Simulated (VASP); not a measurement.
The system is InB3.

```
CELL_PARAMETERS angstrom
3.72041 0.00000 0.00000
0.00000 3.72041 0.00000
0.00000 0.00000 3.72041
ATOMIC_POSITIONS crystal
In 0.00000 0.00000 0.00000
B 0.00000 0.50000 0.50000
B 0.50000 0.00000 0.50000
B 0.50000 0.50000 0.00000
```

The cell was generated, and may not be a known phase.

```yaml
Program: VASP 6.6.1
Task: relaxation of cell and atoms
Functional: PBE
Potentials_or_basis: VASP PAW PBE potentials, release 64 (In_d, B)
Cutoff: 500 eV
k_mesh: 6 × 6 × 6
Occupations: gaussian, width 0.1 eV
Spin: no spin polarisation
```

At the start: pressure -10.4 GPa; volume 12.87 Å³/atom.

Question: How do energy, volume and symmetry change on relaxing?

Answer: Over 3 steps the energy falls by 53.0 meV/atom and the volume is 11.44 Å³/atom (-11.1 %); space group Pm-3m (No. 221, to 0.1 Å) before and after.

Step by step:
```csv
step,energy change (eV),largest force (eV/Å),pressure (GPa),volume (Å³)
1,0.0000,0.0000,-10.41,51.50
2,-0.2115,0.0000,0.69,45.51
3,-0.2121,0.0000,0.00,45.76
```

Final structure:
```
In B
1.0
     3.57674    0.00000    0.00000
     0.00000    3.57674    0.00000
     0.00000    0.00000    3.57674
In B
1 3
Direct
  0.00000 0.00000 0.00000
  0.00000 0.50000 0.50000
  0.50000 0.00000 0.50000
  0.50000 0.50000 0.00000
```
